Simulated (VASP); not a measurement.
# MgI2 (P-1) in VASP: notebook

MgI2 is run at these levels: PBEsol; tasks: electric field gradients.

Everything below comes from runs of VASP 6.6.1. Logs are shortened: lines on timing, memory, paths and dates and some standing lists are left out, and cuts for length are marked.

## (1) The cell of the first run

The typed cell holds 3 atoms: a = 4.154 Å, b = 4.136 Å, c = 6.862 Å, α = 89.79°, β = 89.43°, γ = 119.57°.

## (2) Electric field gradients, PBEsol (equal xy, yz and zx shear strains of +1 %)

File INCAR:

```
PREC = Accurate
ENCUT = 520
EDIFF = 1E-8
ISMEAR = -1
SIGMA = 0.03
LREAL = F
LASPH = T
NELM = 100
ALGO = Normal
ISIF = 2
LWAVE = F
LCHARG = F
GGA = PS
LEFG = T
NBANDS = 15
```

File KPOINTS:

```
Automatic mesh
0
Gamma
  7 7 4
```

File POSCAR:

```
MgI2
1.0
    4.1537001214      0.0207685006      0.0207685006
   -2.0588640116      3.5868255745      0.0076017988
    0.0343100000      0.0343100000      6.8620000000
Mg I
1 2
Direct
    0.0000000000      0.0000000000      0.0000000000
    0.3333333333      0.6666666667      0.7576300000
    0.6666666667      0.3333333333      0.2423700000
```

Potentials or basis: VASP PAW PBE potentials, release 64 (Mg, I).

Run with:

```bash
> cat potpaw_PBE.64/Mg/POTCAR potpaw_PBE.64/I/POTCAR > POTCAR
> mpirun -np 1 vasp_std > vasp.out
```

OUTCAR:

```text
PREC = Accurate
   ENCUT = 520
   EDIFF = 1E-8
   ISMEAR = -1
   LREAL = F
   LASPH = T
   NELM = 100
   ISIF = 2
   GGA = PS

 ion  position               nearest neighbor table
   1  0.000  0.000  0.000-   2 2.90   3 2.90   3 2.90   2 2.90   3 2.95   2 2.95
   2  0.333  0.667  0.758-   1 2.90   1 2.90   1 2.95
   3  0.667  0.333  0.242-   1 2.90   1 2.90   1 2.95

  LATTYP: Found a triclinic cell.
 ALAT       =     4.1717955620
 B/A-ratio  =     0.9913558883
 C/A-ratio  =     1.6448964111
 COS(alpha) =     0.0036852528
 COS(beta)  =     0.0136346634
 COS(gamma) =     0.5000188430

  Lattice vectors:

 A1 = (   2.0948361098,   3.6075940751,   0.0283702994)
 A2 = (  -2.0588640116,   3.5868255745,   0.0076017988)
 A3 = (   0.0343100000,   0.0343100000,   6.8620000000)

Analysis of symmetry for initial positions (statically):
=====================================================================
 Subroutine PRICEL returns:
 Original cell was already a primitive cell.

 Routine SETGRP: Setting up the symmetry group for a
 triclinic supercell.

 Subroutine GETGRP returns: Found  2 space group operations
 (whereof  2 operations were pure point group operations)
 out of a pool of  2 trial point group operations.

The static configuration has the point symmetry S_2 .

Analysis of symmetry for dynamics (positions and initial velocities):
=====================================================================
 Subroutine PRICEL returns:
 Original cell was already a primitive cell.

 Routine SETGRP: Setting up the symmetry group for a
 triclinic supercell.

 Subroutine GETGRP returns: Found  2 space group operations
 (whereof  2 operations were pure point group operations)
 out of a pool of  2 trial point group operations.

The dynamic configuration has the point symmetry S_2 .

 Subroutine INISYM returns: Found  2 space group operations
 (whereof  2 operations are pure point group operations),
 and found     1 'primitive' translations

----------------------------------------------------------------------------------------

                                     Primitive cell

  volume of cell :     102.5225

  direct lattice vectors                    reciprocal lattice vectors
     4.153700121  0.020768501  0.020768501     0.240069623  0.137805717 -0.001889377
    -2.058864012  3.586825575  0.007601799    -0.001383120  0.278007067 -0.001383120
     0.034310000  0.034310000  6.862000000    -0.000725061 -0.000725061  0.145737358

  length of vectors
     4.153803963  4.135734095  6.862171548     0.276816562  0.278013948  0.145740966

  position of ions in fractional coordinates (direct lattice)
     0.000000000  0.000000000  0.000000000
     0.333333333  0.666666667  0.757630000
     0.666666667  0.333333333  0.242370000

  ion indices of the primitive-cell ions
   primitive index   ion index
                 1           1
                 2           2
                 3           3

----------------------------------------------------------------------------------------

 KPOINTS: Automatic mesh

Automatic generation of k-mesh.
 Grid dimensions read from file:
 generate k-points for:    7    7    4

 Generating k-lattice:

  Cartesian coordinates                     Fractional coordinates (reciprocal lattice)
     0.034295660  0.019686531 -0.000269911     0.142857143 -0.000000000  0.000000000
    -0.000197589  0.039715295 -0.000197589    -0.000000000  0.142857143  0.000000000
    -0.000181265 -0.000181265  0.036434340     0.000000000  0.000000000  0.250000000

  Length of vectors
     0.039545223  0.039716278  0.036435241

  Shift w.r.t. Gamma in fractional coordinates (k-lattice)
     0.000000000  0.000000000  0.000000000

 Subroutine IBZKPT returns following result:
 ===========================================

 Found     99 irreducible k-points:

 Following reciprocal coordinates:
            Coordinates               Weight
  0.000000  0.000000  0.000000      1.000000
  0.142857  0.000000 -0.000000      2.000000
  0.285714 -0.000000 -0.000000      2.000000
  0.428571 -0.000000  0.000000      2.000000
 -0.000000  0.142857 -0.000000      2.000000
  0.142857  0.142857  0.000000      2.000000
[... 16 lines left out ...]
 -0.428571  0.428571 -0.000000      2.000000
 -0.285714  0.428571 -0.000000      2.000000
 [... further k-points ...]
   k-points           NKPTS =     99   k-points in BZ     NKDIM =     99   number of bands    NBANDS=     15
   number of dos      NEDOS =    301   number of ions     NIONS =      3
   total plane-waves  NPLWV =  55296
   dimension x,y,z NGX =    32 NGY =   32 NGZ =   54
   dimension x,y,z NGXF=    64 NGYF=   64 NGZF=  108
   ions per type =               1   2
   NGX,Y,Z   is equivalent  to a cutoff of  12.81, 12.86, 13.08 a.u.
   NGXF,Y,Z  is equivalent  to a cutoff of  25.61, 25.73, 26.16 a.u.
 SYSTEM =  unknown system
   PREC   = accura    normal or accurate (medium, high low for compatibility)
   ISTART =      0    job   : 0-new  1-cont  2-samecut
   ICHARG =      2    charge: 1-file 2-atom 10-const
   ISPIN  =      1    spin polarized calculation?
   LNONCOLLINEAR =      F non collinear calculations
   LSORBIT =      F    spin-orbit coupling
   LASPH  =      T    aspherical Exc in radial PAW
   ENCUT  =  520.0 eV  38.22 Ry    6.18 a.u.   7.72  7.69 12.76*2*pi/ulx,y,z
   NELM   =    100;   NELMIN=  2; NELMDL= -5     # of ELM steps
   EDIFF  = 0.1E-07   stopping-criterion for ELM
   LREAL  =      F    real-space projection
   EDIFFG = 0.1E-06   stopping-criterion for IOM
   NSW    =      0    number of steps for IOM
   IBRION =     -1    ionic relax: 0-MD 1-quasi-New 2-CG
   NFREE  =      0    steps in history (QN), initial steepest desc. (CG)
   ISIF   =      2    stress and relaxation
   ISYM   =      2    0-nonsym 1-usesym 2-fastsym
   POTIM  = 0.5000    time-step for ionic-motion
   TEBEG  =    0.0;   TEEND  =   0.0 temperature during run
   PSTRESS=    0.0 pullay stress
   NELECT =      16.0000    total number of electrons
   NUPDOWN=      -1.0000    fix difference up-down
   EMIN   =  10.00;   EMAX   =-10.00  energy-range for DOS
   EFERMI =   0.00;   METHOD = LEGACY
   ISMEAR =    -1;   SIGMA  =   0.03  broadening in eV -4-tet -1-fermi 0-gaus
   EFERMI_NEDOS =   21; number of points for ismear=-14 and -15
   IALGO  =     38    algorithm
   IMIX   =      4    mixing-type and parameters
     AMIX     =   0.40;   BMIX     =  1.00
     AMIX_MAG =   1.60;   BMIX_MAG =  1.00
  volume/ion in A,a.u.               =      34.17       230.62
  Fermi-wavevector in a.u.,A,eV,Ry     =   0.881404  1.665612 10.570003  0.776873
  Thomas-Fermi vector in A             =   2.001896
   LORBIT       =      0    0 simple, 1 ext, 2 COOP (PROOUT), +10 PAW based schemes
   GGA     = PS    functional components
   LHFCALC =     F    Hartree Fock is set to
   AEXX    =    0.0000 exact exchange contribution
   IVDW    =     0    specifies the selected vdW correction
   LEPSILON=     F    determine dielectric tensor
   LRPA    =     F    only Hartree local field effects (RPA)
 non-spin polarized calculation
  energy-cutoff  :      520.00
  volume of cell :      102.52
 maximum number of plane-waves:      2782
   NGX = 15   NGY = 15   NGZ = 25

 number of electron      16.0000001 magnetization

 Free energy of the ion-electron system (eV)
  ---------------------------------------------------
  ext. energy  EPLUGINS =         0.00000000
  ---------------------------------------------------
  free energy    TOTEN  =        -8.41860265 eV

  energy without entropy =       -8.41860265  energy(sigma->0) =       -8.41860265

 E-fermi :   2.8629     XC(G=0):  -8.3742

 val. band max:        2.2380552772   @ k =   0.0000   0.0000   0.0000
 cond. band min:       5.6763630349   @ k =  -0.4286   0.4286   0.2500
 fundamental gap:      3.4383077577
 Fermi energy:         2.8628568754

 k-point     1 :       0.0000    0.0000    0.0000
  band No.  band energies     occupation
      1      -9.8994      2.00000
      2      -9.1793      2.00000
      3      -1.3578      2.00000
      4       1.7375      2.00000
      5       1.7720      2.00000
      6       2.1267      2.00000
      7       2.1586      2.00000
      8       2.2381      2.00000
      9       5.8061      0.00000
     10       6.8562      0.00000
     11       8.7784      0.00000
     12       8.9369      0.00000
     13       9.6197      0.00000
     14      10.2576      0.00000
     15      10.3455      0.00000

 k-point     2 :       0.1429    0.0000   -0.0000
  band No.  band energies     occupation
      1      -9.7951      2.00000
      2      -9.1269      2.00000
      3      -1.2141      2.00000
      4       0.9601      2.00000
      5       1.4581      2.00000
      6       1.5256      2.00000
      7       2.1083      2.00000
      8       2.1656      2.00000
      9       6.5632      0.00000
     10       7.5075      0.00000
     11       8.1913      0.00000
     12       9.2194      0.00000
     13       9.5027      0.00000
     14      10.1574      0.00000
     15      10.6268      0.00000

 k-point     3 :       0.2857   -0.0000   -0.0000
  band No.  band energies     occupation
      1      -9.5273      2.00000
      2      -9.0191      2.00000
      3      -0.9397      2.00000
      4      -0.2230      2.00000
      5       0.4470      2.00000
      6       1.1299      2.00000
      7       1.8824      2.00000
      8       1.9513      2.00000
      9       6.4639      0.00000
     10       7.6089      0.00000
     11       8.3184      0.00000
     12       9.3641      0.00000
     13       9.4774      0.00000
     14      10.4126      0.00000
     15      11.0601      0.00000
[... 343 lines left out ...]
 k-point    23 :      -0.4286    0.4286   -0.0000
  band No.  band energies     occupation
      1      -9.2287      2.00000
      2      -8.9527      2.00000
      3      -1.3216      2.00000
      4      -0.5738      2.00000
      5       0.2444      2.00000
      6       0.8151      2.00000
      7       1.4232      2.00000
      8       1.7548      2.00000
      9       5.8470      0.00000
     10       7.4264      0.00000
     11       7.7036      0.00000
     12       9.0973      0.00000
     13      10.1430      0.00000
     14      11.2250      0.00000
     15      11.9372      0.00000

 k-point    24 :      -0.2857    0.4286   -0.0000
  band No.  band energies     occupation
      1      -9.3106      2.00000
      2      -8.9523      2.00000
      3      -1.0299      2.00000
      4      -0.3912      2.00000
      5       0.0630      2.00000
      6       0.7762      2.00000
      7       1.3392      2.00000
      8       1.6655      2.00000
      9       6.4397      0.00000
     10       8.1350      0.00000
     11       8.2597      0.00000
     12       9.0629      0.00000
     13       9.7727      0.00000
     14      10.0843      0.00000
     15      11.2929      0.00000

 [... further k-points ...]
[... 5 lines left out ...]
  --------------------------------------------------------------------------------------
  -------------------------------------------------------------------------------------
  Total       -0.2236348     -0.1977709      0.0434954     -0.1125936     -0.1028318     -0.1151851
  in kB       -3.4948689     -3.0906783      0.6797275     -1.7595640     -1.6070107     -1.8000627
  external PRESSURE =      -1.9686066 kB  Pullay stress =       0.0000000 kB

 VOLUME and BASIS-vectors are now :
 -----------------------------------------------------------------------------
  energy-cutoff  :      520.00
  volume of cell :      102.52
      direct lattice vectors                 reciprocal lattice vectors
     4.153700121  0.020768501  0.020768501     0.240069623  0.137805717 -0.001889377
    -2.058864012  3.586825575  0.007601799    -0.001383120  0.278007067 -0.001383120
     0.034310000  0.034310000  6.862000000    -0.000725061 -0.000725061  0.145737358

 POSITION                                       TOTAL-FORCE (eV/Angst)
 -----------------------------------------------------------------------------------
      0.00000      0.00000      0.00000        -0.000000      0.000000     -0.000000
      0.03798      2.42413      5.21085         0.029492      0.026394      0.035988
      2.09116      1.21777      1.67952        -0.029492     -0.026394     -0.035988
 -----------------------------------------------------------------------------------
    total drift:                               -0.000000      0.000000     -0.000000

  FREE ENERGIE OF THE ION-ELECTRON SYSTEM (eV)
  ---------------------------------------------------
  free  energy   TOTEN  =        -8.4186026535 eV

  energy  without entropy=       -8.4186026535  energy(sigma->0) =       -8.41860265

 Electric field gradients (V/A^2)
---------------------------------------------------------------------
 ion       V_xx      V_yy      V_zz      V_xy      V_xz      V_yz
---------------------------------------------------------------------
   1       0.496    -0.763     0.267     0.943     1.417     0.748
   2      19.404    29.563   -48.967    -1.800    -2.943     1.378
   3      19.404    29.563   -48.967    -1.800    -2.943     1.378
---------------------------------------------------------------------

 Electric field gradients after diagonalization (V/A^2)
 (convention: |V_zz| > |V_xx| > |V_yy|)
----------------------------------------------------------------------
 ion       V_xx      V_yy      V_zz     asymmetry (V_yy - V_xx)/ V_zz
----------------------------------------------------------------------
   1      -1.267    -1.010     2.277       0.113
   2      29.917    19.198   -49.115       0.218
   3      29.917    19.198   -49.115       0.218
----------------------------------------------------------------------

           NMR quadrupolar parameters

 Cq : quadrupolar parameter    Cq=e*Q*V_zz/h
 eta: asymmetry parameters     (V_yy - V_xx)/ V_zz
 Q  : nuclear electric quadrupole moment in mb (millibarn)
----------------------------------------------------------------------
 ion       Cq(MHz)       eta       Q (mb)
----------------------------------------------------------------------
   1       0.006       0.113       1.000
   2      -0.119       0.218       1.000
   3      -0.119       0.218       1.000
----------------------------------------------------------------------
```

Run time: 2.3 min. Hardware: 1 thread of Intel Xeon Platinum 8259CL at 2.50GHz (Skylake/Cascade Lake), shared host; peak memory 0.33 GiB.

What came out:

| Item | Value |
| --- | --- |
| Free energy | -8.4186 eV |
| Pressure | -0.2 GPa |
| Largest force | 0.053 eV/Å |
| Band gap on the k mesh | 3.44 eV, indirect (least direct gap 3.57 eV) |

Forces in eV/Å, atoms in the order of the input:
```
Mg   0.000  0.000  0.000
I    0.029  0.026  0.036
I   -0.029 -0.026 -0.036
```

Electric field gradients, principal values (V/Å²):
| atom | least | middle | greatest (by size) |
| --- | --- | --- | --- |
| 1 Mg | -1.010 | -1.267 | 2.277 |
| 2 I | 19.198 | 29.917 | -49.115 |
| 3 I | 19.198 | 29.917 | -49.115 |

Caveat: the cell differs from its parent crystal (equal xy, yz and zx shear strains of +1 %); without QUAD_EFG the Cq values of the log hold for a quadrupole moment of 1 mb, not for the nuclei; the PAW data sets were made with another functional, which shifts forces and pressure a little; spin-orbit coupling is left out, which moves the levels of the heavy elements.

(Continued in part 2 of 2.)
